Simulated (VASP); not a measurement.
A run of VASP 6.6.1 is set up as follows.

INCAR

```
SYSTEM = Zr3H
PREC     = Accurate       ! precision mode
ENCUT    = 520            ! plane-wave cutoff, eV
EDIFF    = 1E-6           ! SCF threshold, eV
ISMEAR   = 0              ! smearing method
SIGMA    = 0.1            ! smearing width, eV
LREAL    = .FALSE.        ! projectors in reciprocal space
LASPH    = .TRUE.         ! aspherical terms in the spheres
NELM     = 60             ! most SCF steps
ALGO     = Normal         ! electronic algorithm
ISIF     = 2              ! what is computed and relaxed
LWAVE    = .FALSE.        ! write WAVECAR
LCHARG   = .FALSE.        ! write CHGCAR
GGA      = PE             ! functional
NBANDS   = 26             ! bands
```

Contents of KPOINTS:

```
regular mesh
0
G
  4 4 4
  0 0 0
```

Contents of POSCAR:

```
Zr3H
1.0
    4.2477089965      0.0000000000      0.0000000000
    0.0000000000      4.2477089965      0.0000000000
    0.0000000000      0.0000000000      4.2477089965
Zr H
3 1
Direct
    0.5000000000      0.5000000000      0.0000000000
    0.5000000000      0.0000000000      0.5000000000
    0.0000000000      0.5000000000      0.5000000000
    0.0000000000      0.0000000000      0.0000000000
```

Potentials or basis: VASP PAW PBE potentials, release 64 (Zr_sv, H).

Command:

```bash
$ cat potpaw_PBE.64/Zr_sv/POTCAR potpaw_PBE.64/H/POTCAR > POTCAR
$ mpirun -np 1 vasp_std > vasp.out
```

Problem. What does it give for the pressure?

Solution. 0.3 GPa.

Caveat: the k points lie up to 0.37 Å⁻¹ apart.
